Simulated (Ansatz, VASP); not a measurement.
## CuO: VASP beside Ansatz

```
Cu O
1.0
     2.87950    0.00000    0.00000
     0.03907    2.87928    0.00000
     0.01750    0.01724    5.17634
Cu O
2 2
Cartesian
  1.4485 0.0086 2.5882
  0.0195 1.4396 0.0000
  0.0479 2.8788 1.2947
  2.8881 0.0177 3.8817
```

Alike in both runs: task single point; functional PBE; k mesh 6 × 6 × 4; occupations gaussian, width 0.1 eV; collinear spin.

|  | VASP | Ansatz |
| --- | --- | --- |
| version | VASP 6.6.1 | Ansatz 0.2.0 |
| potentials or method | VASP PAW PBE potentials, release 64 (Cu, O), cutoff 520 eV | scalar-relativistic, plane waves, PAW |
| valence electrons in the cell | 34 | 50 |

|  | VASP | Ansatz | Ansatz less VASP |
| --- | --- | --- | --- |
| gap on the k mesh at the Fermi level (eV) | none | none | - |
| pressure (GPa) | 6.5 | 5.8 | -0.73 |
| traceless stress, the component that is largest in VASP (GPa) | -0.72 | -1.05 | -0.323 |
| rms of the force components (eV/Å) | 0.005 | 0.005 | +0.0001 |
| net moment per atom (μB) | 0.00 | 0.00 | 0.000 |

Atom by atom the forces differ by 0.000 eV/Å (rms over components). A gap of «none» marks a metal or a gap that the smearing closes. With one functional, cell and mesh, what is left measures potentials, basis and numerics. VASP's potentials hold 34 valence electrons a cell and Ansatz's 50, so a difference there can come from the potentials and not from the codes. Ansatz's warnings: seeded moment not kept.

The k mesh is coarse, so the values compare programs but aren't converged.
